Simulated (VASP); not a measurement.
# Pd (Fd-3m) in VASP: further runs

The runs below take Pd through single point, with LDA.

Program: VASP 6.6.1. These are calculated values, not measurements. Logs are shortened: lines on timing, memory, paths and dates and some standing lists are left out, and cuts for length are marked.

### 1 The cell of the first run

Symmetry: Fd-3m, No. 227, cubic system. The conventional cell has a = 5.635 Å, b = 5.635 Å, c = 5.635 Å, α = 90.00°, β = 90.00°, γ = 90.00°. Pd (site symmetry -43m) has 4 Pd at 2.44 Å within 3.2 Å.

### 2 Single point, LDA

File INCAR:

```
SYSTEM = Pd
ALGO = Normal ; EDIFF = 1E-6
ENCUT = 500 ; GGA = CA
GGA_COMPAT = .False. ; ISIF = 2
ISMEAR = -1 ; LASPH = .True.
LCHARG = .False. ; LREAL = .False.
LWAVE = .False. ; NBANDS = 17
NELM = 120 ; PREC = Accurate
SIGMA = 0.1
```

File KPOINTS:

```
k-points
0
Gamma
  5 5 5
  0 0 0
```

File POSCAR:

```
Pd
1.0
    0.0000000000      2.8173935966      2.8173935966
    2.8173935966      0.0000000000      2.8173935966
    2.8173935966      2.8173935966      0.0000000000
Pd
2
Direct
    0.0000000000      0.0000000000      0.0000000000
    0.2500000000      0.2500000000      0.2500000000
```

Potentials or basis: VASP PAW LDA potentials, release 64 (Pd).

Run with:

```
> cat potpaw_LDA.64/Pd/POTCAR > POTCAR
> mpirun -np 1 vasp_std > vasp.out
```

OUTCAR:

```text
SYSTEM = Pd
   EDIFF = 1E-6
   ENCUT = 500
   GGA = CA
   ISIF = 2
   ISMEAR = -1
   LASPH = .True.
   LREAL = .False.
   NELM = 120
   PREC = Accurate

 ion  position               nearest neighbor table
   1  0.000  0.000  0.000-   2 2.44   2 2.44   2 2.44   2 2.44
   2  0.250  0.250  0.250-   1 2.44   1 2.44   1 2.44   1 2.44

  LATTYP: Found a face centered cubic cell.
 ALAT       =     5.6347871932

  Lattice vectors:

 A1 = (   0.0000000000,   2.8173935966,   2.8173935966)
 A2 = (   2.8173935966,   0.0000000000,   2.8173935966)
 A3 = (   2.8173935966,   2.8173935966,   0.0000000000)

Analysis of symmetry for initial positions (statically):
=====================================================================
 Subroutine PRICEL returns:
 Original cell was already a primitive cell.

 Routine SETGRP: Setting up the symmetry group for a
 face centered cubic supercell.

 Subroutine GETGRP returns: Found 48 space group operations
 (whereof 24 operations were pure point group operations)
 out of a pool of 48 trial point group operations.

The static configuration has the point symmetry T_d .
 The point group associated with its full space group is O_h .

Analysis of symmetry for dynamics (positions and initial velocities):
=====================================================================
 Subroutine PRICEL returns:
 Original cell was already a primitive cell.

 Routine SETGRP: Setting up the symmetry group for a
 face centered cubic supercell.

 Subroutine GETGRP returns: Found 48 space group operations
 (whereof 24 operations were pure point group operations)
 out of a pool of 48 trial point group operations.

The dynamic configuration has the point symmetry T_d .
 The point group associated with its full space group is O_h .

 Subroutine INISYM returns: Found 48 space group operations
 (whereof 24 operations are pure point group operations),
 and found     1 'primitive' translations

----------------------------------------------------------------------------------------

                                     Primitive cell

  volume of cell :      44.7273

  direct lattice vectors                    reciprocal lattice vectors
     0.000000000  2.817393597  2.817393597    -0.177468991  0.177468991  0.177468991
     2.817393597  0.000000000  2.817393597     0.177468991 -0.177468991  0.177468991
     2.817393597  2.817393597  0.000000000     0.177468991  0.177468991 -0.177468991

[... 66 lines left out ...]
   ENCUT  =  500.0 eV  36.75 Ry    6.06 a.u.   7.26  7.26  7.26*2*pi/ulx,y,z
   NELM   =    120;   NELMIN=  2; NELMDL= -5     # of ELM steps
   EDIFF  = 0.1E-05   stopping-criterion for ELM
   LREAL  =      F    real-space projection
   EDIFFG = 0.1E-04   stopping-criterion for IOM
   NSW    =      0    number of steps for IOM
   IBRION =     -1    ionic relax: 0-MD 1-quasi-New 2-CG
   NFREE  =      0    steps in history (QN), initial steepest desc. (CG)
   ISIF   =      2    stress and relaxation
   ISYM   =      2    0-nonsym 1-usesym 2-fastsym
   POTIM  = 0.5000    time-step for ionic-motion
   TEBEG  =    0.0;   TEEND  =   0.0 temperature during run
   PSTRESS=    0.0 pullay stress
   NELECT =      20.0000    total number of electrons
   NUPDOWN=      -1.0000    fix difference up-down
   EMIN   =  10.00;   EMAX   =-10.00  energy-range for DOS
   EFERMI =   0.00;   METHOD = LEGACY
   ISMEAR =    -1;   SIGMA  =   0.10  broadening in eV -4-tet -1-fermi 0-gaus
   EFERMI_NEDOS =   21; number of points for ismear=-14 and -15
   IALGO  =     38    algorithm
   IMIX   =      4    mixing-type and parameters
     AMIX     =   0.40;   BMIX     =  1.00
     AMIX_MAG =   1.60;   BMIX_MAG =  1.00
  volume/ion in A,a.u.               =      22.36       150.92
  Fermi-wavevector in a.u.,A,eV,Ry     =   1.251874  2.365699 21.322896  1.567189
  Thomas-Fermi vector in A             =   2.385801
   LORBIT       =      0    0 simple, 1 ext, 2 COOP (PROOUT), +10 PAW based schemes
   GGA     = CA    functional components
   LHFCALC =     F    Hartree Fock is set to
   AEXX    =    0.0000 exact exchange contribution
   IVDW    =     0    specifies the selected vdW correction
   LEPSILON=     F    determine dielectric tensor
   LRPA    =     F    only Hartree local field effects (RPA)
 non-spin polarized calculation
  energy-cutoff  :      500.00
  volume of cell :       44.73
 maximum number of plane-waves:      1149
 NGX is ok and might be reduce to    30
   NGX = 15   NGY = 15   NGZ = 15

 number of electron      19.9999992 magnetization

 Free energy of the ion-electron system (eV)
  ---------------------------------------------------
  ext. energy  EPLUGINS =         0.00000000
  ---------------------------------------------------
  free energy    TOTEN  =       -10.26410379 eV

  energy without entropy =      -10.09648176  energy(sigma->0) =      -10.18029277

 E-fermi :   4.6895     XC(G=0): -10.7791

 val. band max:        4.6154901233   @ k =  -0.4000   0.4000   0.2000
 cond. band min:       4.6964218529   @ k =  -0.2000   0.2000   0.0000
 fundamental gap:      0.0809317296
 Fermi energy:         4.6894666533

 k-point     1 :       0.0000    0.0000    0.0000
  band No.  band energies     occupation
      1      -0.4306      2.00000
      2       0.8772      2.00000
      3       0.8772      2.00000
      4       1.0500      2.00000
      5       1.0500      2.00000
      6       1.0500      2.00000
[... 177 lines left out ...]
      4       1.5683      2.00000
      5       1.7607      2.00000
      6       2.3010      2.00000
[... 9 lines left out ...]
     16      17.5429      0.00000
     17      19.2210      0.00000

------------------------ aborting loop because EDIFF is reached ----------------------------------------

  FORCE on cell =-STRESS in cart. coord.  units (eV):
  Direction    XX          YY          ZZ          XY          YZ          ZX
  --------------------------------------------------------------------------------------
  -------------------------------------------------------------------------------------
  Total       -0.0372695     -0.0372695     -0.0372695     -0.0000000      0.0000000      0.0000000
  in kB       -1.3350314     -1.3350314     -1.3350314     -0.0000000      0.0000000      0.0000000
  external PRESSURE =      -1.3350314 kB  Pullay stress =       0.0000000 kB

 VOLUME and BASIS-vectors are now :
 -----------------------------------------------------------------------------
  energy-cutoff  :      500.00
  volume of cell :       44.73
      direct lattice vectors                 reciprocal lattice vectors
     0.000000000  2.817393597  2.817393597    -0.177468991  0.177468991  0.177468991
     2.817393597  0.000000000  2.817393597     0.177468991 -0.177468991  0.177468991
     2.817393597  2.817393597  0.000000000     0.177468991  0.177468991 -0.177468991

 POSITION                                       TOTAL-FORCE (eV/Angst)
 -----------------------------------------------------------------------------------
      0.00000      0.00000      0.00000         0.000000      0.000000     -0.000000
      1.40870      1.40870      1.40870        -0.000000     -0.000000      0.000000
 -----------------------------------------------------------------------------------
    total drift:                                0.000000     -0.000000      0.000000

  FREE ENERGIE OF THE ION-ELECTRON SYSTEM (eV)
  ---------------------------------------------------
  free  energy   TOTEN  =       -10.2641037940 eV

  energy  without entropy=      -10.0964817554  energy(sigma->0) =      -10.18029277
```

stdout:

```text
POSCAR found type information on POSCAR Pd
 POSCAR found :  1 types and       2 ions
 scaLAPACK will be used
 LDA part: xc-table for (Slater(with rela. corr.)+CA(PZ))
 , standard interpolation
 POSCAR, INCAR and KPOINTS ok, starting setup
 FFT: planning ... GRIDC
 FFT: planning ... GRID_SOFT
 FFT: planning ... GRID
 WAVECAR not read
 entering main loop
```

Run time: 10 s. Hardware: 1 thread of Intel Xeon Platinum 8488C (Sapphire Rapids), shared host; peak memory 0.14 GiB.

What came out:

```yaml
Free_energy: -10.2641 eV
Pressure: -0.1 GPa
Band_gap_on_the_k_mesh: zero (band 10 reaches 4.73 eV, above the bottom of band 11 at 4.35 eV)
```

Caveat: the k points lie up to 0.39 Å⁻¹ apart.

### 3 Single point, LDA

This run uses another cell than the first one, of 22.14 Å³/atom, 0.990 times its volume.

File INCAR:

```
SYSTEM = Pd
PREC = Accurate ; ENCUT = 500
EDIFF = 1E-6 ; ISMEAR = -1
SIGMA = 0.1 ; LREAL = .FALSE.
LASPH = .TRUE. ; NELM = 120
ALGO = Normal ; ISIF = 2
LWAVE = .FALSE. ; LCHARG = .FALSE.
NBANDS = 17 ; GGA_COMPAT = .FALSE.
```

File KPOINTS:

```
Automatic mesh
0
G
  5 5 5
  0 0 0
```

File POSCAR:

```
Pd
1.0
    0.0000000000      2.8079708052      2.8079708052
    2.8079708052      0.0000000000      2.8079708052
    2.8079708052      2.8079708052      0.0000000000
Pd
2
Direct
    0.0000000000      0.0000000000      0.0000000000
    0.2500000000      0.2500000000      0.2500000000
```

Potentials or basis: VASP PAW LDA potentials, release 64 (Pd).

Run with:

```
> cat potpaw_LDA.64/Pd/POTCAR > POTCAR
> mpirun -np 1 vasp_std > vasp.out
```

OUTCAR:

```text
SYSTEM = Pd
   PREC = Accurate
   ENCUT = 500
   EDIFF = 1E-6
   ISMEAR = -1
   LREAL = .FALSE.
   LASPH = .TRUE.
   NELM = 120
   ISIF = 2

 ion  position               nearest neighbor table
   1  0.000  0.000  0.000-   2 2.43   2 2.43   2 2.43   2 2.43
   2  0.250  0.250  0.250-   1 2.43   1 2.43   1 2.43   1 2.43

  LATTYP: Found a face centered cubic cell.
 ALAT       =     5.6159416104

  Lattice vectors:

 A1 = (   0.0000000000,   2.8079708052,   2.8079708052)
[... 370 lines left out ...]

------------------------ aborting loop because EDIFF is reached ----------------------------------------

  FORCE on cell =-STRESS in cart. coord.  units (eV):
  Direction    XX          YY          ZZ          XY          YZ          ZX
  --------------------------------------------------------------------------------------
  -------------------------------------------------------------------------------------
  Total        0.2281594      0.2281594      0.2281594     -0.0000000     -0.0000000      0.0000000
  in kB        8.2554583      8.2554583      8.2554583     -0.0000000     -0.0000000      0.0000000
  external PRESSURE =       8.2554583 kB  Pullay stress =       0.0000000 kB

 VOLUME and BASIS-vectors are now :
 -----------------------------------------------------------------------------
  energy-cutoff  :      500.00
  volume of cell :       44.28
      direct lattice vectors                 reciprocal lattice vectors
     0.000000000  2.807970805  2.807970805    -0.178064529  0.178064529  0.178064529
     2.807970805  0.000000000  2.807970805     0.178064529 -0.178064529  0.178064529
     2.807970805  2.807970805  0.000000000     0.178064529  0.178064529 -0.178064529

 POSITION                                       TOTAL-FORCE (eV/Angst)
 -----------------------------------------------------------------------------------
      0.00000      0.00000      0.00000         0.000000      0.000000      0.000000
      1.40399      1.40399      1.40399        -0.000000     -0.000000     -0.000000
 -----------------------------------------------------------------------------------
    total drift:                                0.000000     -0.000000      0.000000

  FREE ENERGIE OF THE ION-ELECTRON SYSTEM (eV)
  ---------------------------------------------------
  free  energy   TOTEN  =       -10.2632017717 eV

  energy  without entropy=      -10.0955093408  energy(sigma->0) =      -10.17935556
```

OSZICAR:

```text
N       E                     dE             d eps       ncg     rms          rms(c)
DAV:   1     0.100867892391E+03    0.10087E+03   -0.91844E+03   340   0.102E+03
DAV:   2    -0.884777143030E+01   -0.10972E+03   -0.10230E+03   362   0.228E+02
DAV:   3    -0.105688109335E+02   -0.17210E+01   -0.17113E+01   403   0.322E+01
DAV:   4    -0.105884005999E+02   -0.19590E-01   -0.19587E-01   397   0.327E+00
DAV:   5    -0.105889298929E+02   -0.52929E-03   -0.52928E-03   400   0.562E-01    0.907E+00
DAV:   6    -0.103174692455E+02    0.27146E+00   -0.14000E+00   393   0.965E+00    0.550E+00
DAV:   7    -0.102749864198E+02    0.42483E-01   -0.93590E-02   391   0.262E+00    0.318E+00
DAV:   8    -0.102636104558E+02    0.11376E-01   -0.83165E-03   425   0.532E-01    0.160E-01
DAV:   9    -0.102632066243E+02    0.40383E-03   -0.12400E-03   368   0.277E-01    0.475E-02
DAV:  10    -0.102632023990E+02    0.42253E-05   -0.60919E-05   418   0.521E-02    0.121E-02
DAV:  11    -0.102632017717E+02    0.62725E-06   -0.14101E-06   310   0.997E-03
   1 F= -.10263202E+02 E0= -.10179356E+02  d E =-.167692E+00
```

Wall time 9 s (1 thread of Intel Xeon Platinum 8488C (Sapphire Rapids), shared host); peak memory 0.14 GiB.

What came out:

```yaml
Free_energy: -10.2632 eV
Pressure: 0.8 GPa
Band_gap_on_the_k_mesh: zero (band 10 reaches 4.85 eV, above the bottom of band 11 at 4.47 eV)
```

Caveat: the k points lie up to 0.39 Å⁻¹ apart.

[end of part 1 of 2]
